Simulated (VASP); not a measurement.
# Al2Cu (Cmmm) in VASP: a series of runs

Runs on Al2Cu. Level: PBEsol. Tasks: single point.

Everything below comes from runs of VASP 6.6.1. Logs are shortened: lines on timing, memory, paths and dates and some standing lists are left out, and cuts for length are marked.

## Step 1: The cell of the first run

Symmetry: Cmmm, No. 65, orthorhombic system. The conventional cell has a = 5.711 Å, b = 5.841 Å, c = 2.846 Å, α = 90.00°, β = 90.00°, γ = 90.00°. Within 3.3 Å of Al (site symmetry 2/m) lie 4 Cu at 2.49 Å and 6 Al at 2.85 to 2.92 Å. Within 3.3 Å of Cu (site symmetry mmm) lie 8 Al at 2.49 Å and 2 Cu at 2.85 Å.

## Step 2: Single point, PBEsol (strain +0.0225 x Voigt [0, 0, 0, 0, 0, 1])

Contents of INCAR:

```
PREC = Accurate
ENCUT = 520
EDIFF = 1E-6
ISMEAR = 0
SIGMA = 0.15
LREAL = False
LASPH = True
NELM = 100
ALGO = Fast
ISIF = 2
LWAVE = False
LCHARG = False
GGA = PS
NBANDS = 16
```

Contents of KPOINTS:

```
regular mesh
0
Gamma
  12 12 16
```

Contents of POSCAR:

```
Al2Cu
1.0
    4.0841721988      0.0459469372      0.0000000000
    0.0459469372      4.0841721988      0.0000000000
    0.0000000000      0.0000000000      2.8463947459
Al Cu
2 1
Direct
    0.5000000000      0.0000000000      0.5000000000
    0.0000000000      0.5000000000      0.5000000000
    0.0000000000      0.0000000000      0.0000000000
```

Potentials or basis: VASP PAW PBE potentials, release 64 (Al, Cu).

Run with:

```sh
> cat potpaw_PBE.64/Al/POTCAR potpaw_PBE.64/Cu/POTCAR > POTCAR
> mpirun -np 1 vasp_std > vasp.out
```

OUTCAR:

```text
PREC = Accurate
   ENCUT = 520
   EDIFF = 1E-6
   ISMEAR = 0
   LREAL = False
   LASPH = True
   NELM = 100
   ISIF = 2
   GGA = PS

 ion  position               nearest neighbor table
   1  0.500  0.000  0.500-   3 2.49   3 2.49   3 2.49   3 2.49   2 2.86   2 2.86   2 2.92   2 2.92

   2  0.000  0.500  0.500-   3 2.49   3 2.49   3 2.49   3 2.49   1 2.86   1 2.86   1 2.92   1 2.92

   3  0.000  0.000  0.000-   1 2.49   2 2.49   1 2.49   2 2.49   2 2.49   2 2.49   1 2.49   1 2.49

  LATTYP: Found a base centered orthorhombic cell.
 ALAT       =     5.7109129329
 B/A-ratio  =     1.0227560050
 C/A-ratio  =     0.4984132624

  Lattice vectors:

 A1 = (  -0.0459469372,  -4.0841721988,   0.0000000000)
 A2 = (   4.0841721988,   0.0459469372,   0.0000000000)
 A3 = (   0.0000000000,   0.0000000000,   2.8463947459)

Analysis of symmetry for initial positions (statically):
=====================================================================
 Subroutine PRICEL returns:
 Original cell was already a primitive cell.

 Routine SETGRP: Setting up the symmetry group for a
 base centered orthorhombic supercell.

 Subroutine GETGRP returns: Found  8 space group operations
 (whereof  8 operations were pure point group operations)
 out of a pool of  8 trial point group operations.

The static configuration has the point symmetry D_2h.

Analysis of symmetry for dynamics (positions and initial velocities):
=====================================================================
 Subroutine PRICEL returns:
 Original cell was already a primitive cell.

 Routine SETGRP: Setting up the symmetry group for a
 base centered orthorhombic supercell.

 Subroutine GETGRP returns: Found  8 space group operations
 (whereof  8 operations were pure point group operations)
 out of a pool of  8 trial point group operations.

The dynamic configuration has the point symmetry D_2h.

 Subroutine INISYM returns: Found  8 space group operations
 (whereof  8 operations are pure point group operations),
 and found     1 'primitive' translations

----------------------------------------------------------------------------------------

                                     Primitive cell

  volume of cell :      47.4732

  direct lattice vectors                    reciprocal lattice vectors
     4.084172199  0.045946937  0.000000000     0.244878651 -0.002754885  0.000000000
     0.045946937  4.084172199  0.000000000    -0.002754885  0.244878651  0.000000000
[... 89 lines left out ...]
   EDIFFG = 0.1E-04   stopping-criterion for IOM
   NSW    =      0    number of steps for IOM
   IBRION =     -1    ionic relax: 0-MD 1-quasi-New 2-CG
   NFREE  =      0    steps in history (QN), initial steepest desc. (CG)
   ISIF   =      2    stress and relaxation
   ISYM   =      2    0-nonsym 1-usesym 2-fastsym
   POTIM  = 0.5000    time-step for ionic-motion
   TEBEG  =    0.0;   TEEND  =   0.0 temperature during run
   PSTRESS=    0.0 pullay stress
   NELECT =      17.0000    total number of electrons
   NUPDOWN=      -1.0000    fix difference up-down
   EMIN   =  10.00;   EMAX   =-10.00  energy-range for DOS
   EFERMI =   0.00;   METHOD = LEGACY
   ISMEAR =     0;   SIGMA  =   0.15  broadening in eV -4-tet -1-fermi 0-gaus
   EFERMI_NEDOS =   21; number of points for ismear=-14 and -15
   IALGO  =     68    algorithm
   IMIX   =      4    mixing-type and parameters
     AMIX     =   0.40;   BMIX     =  1.00
     AMIX_MAG =   1.60;   BMIX_MAG =  1.00
  volume/ion in A,a.u.               =      15.82       106.79
  Fermi-wavevector in a.u.,A,eV,Ry     =   1.162541  2.196884 18.388305  1.351502
  Thomas-Fermi vector in A             =   2.299101
   LORBIT       =      0    0 simple, 1 ext, 2 COOP (PROOUT), +10 PAW based schemes
   GGA     = PS    functional components
   LHFCALC =     F    Hartree Fock is set to
   AEXX    =    0.0000 exact exchange contribution
   IVDW    =     0    specifies the selected vdW correction
   LEPSILON=     F    determine dielectric tensor
   LRPA    =     F    only Hartree local field effects (RPA)
 non-spin polarized calculation
 RMM-DIIS sequential band-by-band and
 Gauss-broadening in eV      SIGMA  =   0.15
  energy-cutoff  :      520.00
  volume of cell :       47.47
 maximum number of plane-waves:      1292
   NGX = 15   NGY = 15   NGZ = 11

 number of electron      16.9999983 magnetization

 Free energy of the ion-electron system (eV)
  ---------------------------------------------------
  ext. energy  EPLUGINS =         0.00000000
  ---------------------------------------------------
  free energy    TOTEN  =       -12.56851715 eV

  energy without entropy =      -12.55920302  energy(sigma->0) =      -12.56386009

 E-fermi :   7.3026     XC(G=0): -10.5936

 val. band max:        7.2973566300   @ k =   0.1667   0.1667   0.4375
 cond. band min:       7.3059965485   @ k =  -0.4167   0.4167   0.5000
 fundamental gap:      0.0086399185
 Fermi energy:         7.3026252862

 k-point     1 :       0.0000    0.0000    0.0000
  band No.  band energies     occupation
      1      -3.3752      2.00000
      2       1.7853      2.00000
      3       2.2906      2.00000
      4       2.9794      2.00000
      5       3.1906      2.00000
      6       3.2097      2.00000
[... 433 lines left out ...]
      3       2.1297      2.00000
      4       2.6730      2.00000
      5       2.9305      2.00000
      6       3.1710      2.00000
[... 8 lines left out ...]
     15      17.3339      0.00000
     16      19.0395      0.00000

 [... further k-points ...]

------------------------ aborting loop because EDIFF is reached ----------------------------------------

  FORCE on cell =-STRESS in cart. coord.  units (eV):
  Direction    XX          YY          ZZ          XY          YZ          ZX
  --------------------------------------------------------------------------------------
  -------------------------------------------------------------------------------------
  Total        0.0817029      0.0817029     -0.1430302     -0.3337798      0.0000000      0.0000000
  in kB        2.7573999      2.7573999     -4.8271436    -11.2647724      0.0000000      0.0000000
  external PRESSURE =       0.2292187 kB  Pullay stress =       0.0000000 kB

 VOLUME and BASIS-vectors are now :
 -----------------------------------------------------------------------------
  energy-cutoff  :      520.00
  volume of cell :       47.47
      direct lattice vectors                 reciprocal lattice vectors
     4.084172199  0.045946937  0.000000000     0.244878651 -0.002754885  0.000000000
     0.045946937  4.084172199  0.000000000    -0.002754885  0.244878651  0.000000000
     0.000000000  0.000000000  2.846394746     0.000000000  0.000000000  0.351321615

 POSITION                                       TOTAL-FORCE (eV/Angst)
 -----------------------------------------------------------------------------------
      2.04209      0.02297      1.42320         0.000000      0.000000      0.000000
      0.02297      2.04209      1.42320         0.000000      0.000000      0.000000
      0.00000      0.00000      0.00000        -0.000000      0.000000      0.000000
 -----------------------------------------------------------------------------------
    total drift:                                0.000000      0.000000     -0.000000

  FREE ENERGIE OF THE ION-ELECTRON SYSTEM (eV)
  ---------------------------------------------------
  free  energy   TOTEN  =       -12.5685171532 eV

  energy  without entropy=      -12.5592030228  energy(sigma->0) =      -12.56386009
```

stdout:

```text
POSCAR found type information on POSCAR AlCu
 POSCAR found :  2 types and       3 ions
 scaLAPACK will be used
 -----------------------------------------------------------------------------
|                                                                             |
|                                                                             |
|     You enforced a specific xc type in the INCAR file but a different       |
|     I HOPE YOU KNOW WHAT YOU ARE DOING!                                     |
|                                                                             |
 -----------------------------------------------------------------------------

 LDA part: xc-table for (Slater+PW92), standard interpolation
 POSCAR, INCAR and KPOINTS ok, starting setup
 FFT: planning ... GRIDC
 FFT: planning ... GRID_SOFT
 FFT: planning ... GRID
 WAVECAR not read
 entering main loop
```

Run time: 2.8 min. Hardware: 1 thread of Intel Xeon Platinum 8559C (Emerald Rapids), shared host; peak memory 0.37 GiB.

Results:

```yaml
Free_energy: -12.5685 eV
Pressure: 0.0 GPa
Band_gap_on_the_k_mesh: zero (an odd number of electrons rules out a gap without spin polarisation)
```

Caveat: the cell differs from its parent crystal (strain +0.0225 x Voigt [0, 0, 0, 0, 0, 1]); the PAW data sets were made with another functional, which shifts forces and pressure a little.

## Step 3: Single point, PBEsol (strain +0.0075 x Voigt [0, 0, 0, 0, 0, 1])

Contents of INCAR:

```
SYSTEM = Al2Cu
ALGO = Fast
EDIFF = 1E-6
ENCUT = 520
GGA = PS
ISIF = 2
ISMEAR = 0
LASPH = .TRUE.
LCHARG = .FALSE.
LREAL = .FALSE.
LWAVE = .FALSE.
NBANDS = 16
NELM = 60
PREC = Accurate
SIGMA = 0.15
```

Contents of KPOINTS:

```
k-points
0
G
  12 12 16
  0 0 0
```

Contents of POSCAR:

```
Al2Cu
1.0
    4.0841721988      0.0153156457      0.0000000000
    0.0153156457      4.0841721988      0.0000000000
    0.0000000000      0.0000000000      2.8463947459
Al Cu
2 1
Direct
    0.5000000000      0.0000000000      0.5000000000
    0.0000000000      0.5000000000      0.5000000000
    0.0000000000      0.0000000000      0.0000000000
```

Potentials or basis: VASP PAW PBE potentials, release 64 (Al, Cu).

Run with:

```sh
> cat potpaw_PBE.64/Al/POTCAR potpaw_PBE.64/Cu/POTCAR > POTCAR
> mpirun -np 1 vasp_std > vasp.out
```

It took 2.7 min on 1 thread of Intel Xeon Platinum 8559C (Emerald Rapids), shared host; peak memory 0.37 GiB.

It converged, with:

| Property | Result |
| --- | --- |
| Free energy | -12.5719 eV |
| Pressure | 0.0 GPa |
| Band gap on the k mesh | zero (an odd number of electrons rules out a gap without spin polarisation) |

Stress tensor (GPa, compression positive):
```
 0.22 -0.38  0.00
-0.38  0.22  0.00
 0.00  0.00 -0.51
```

Levels at points of the mesh, in eV from the Fermi level:
| k point | band 6 | band 7 | band 8 | band 9 | band 10 | band 11 | band 12 | band 13 |
| --- | --- | --- | --- | --- | --- | --- | --- | --- |
| (0.00, 0.00, 0.00) | -4.10 | -2.48 | -2.42 | -0.06 | 0.85 | 6.06 | 6.32 | 6.34 |
| (0.50, 0.00, 0.00) | -4.13 | -4.10 | -1.13 | 1.56 | 1.72 | 1.94 | 7.74 | 8.38 |
| (0.50, 0.50, 0.00) | -4.29 | -4.13 | -4.12 | -2.46 | 8.60 | 8.60 | 9.63 | 9.96 |
| (0.00, 0.00, 0.50) | -4.13 | -3.00 | 2.54 | 2.62 | 2.70 | 2.72 | 2.76 | 3.17 |
| (0.50, 0.00, 0.50) | -4.20 | -3.11 | -2.45 | -1.63 | 3.77 | 3.99 | 4.50 | 5.13 |
| (0.50, 0.50, 0.50) | -3.50 | -2.33 | -2.26 | -0.82 | -0.82 | 0.02 | 0.11 | 2.38 |

Caveat: the cell differs from its parent crystal (strain +0.0075 x Voigt [0, 0, 0, 0, 0, 1]); the PAW data sets were made with another functional, which shifts forces and pressure a little.
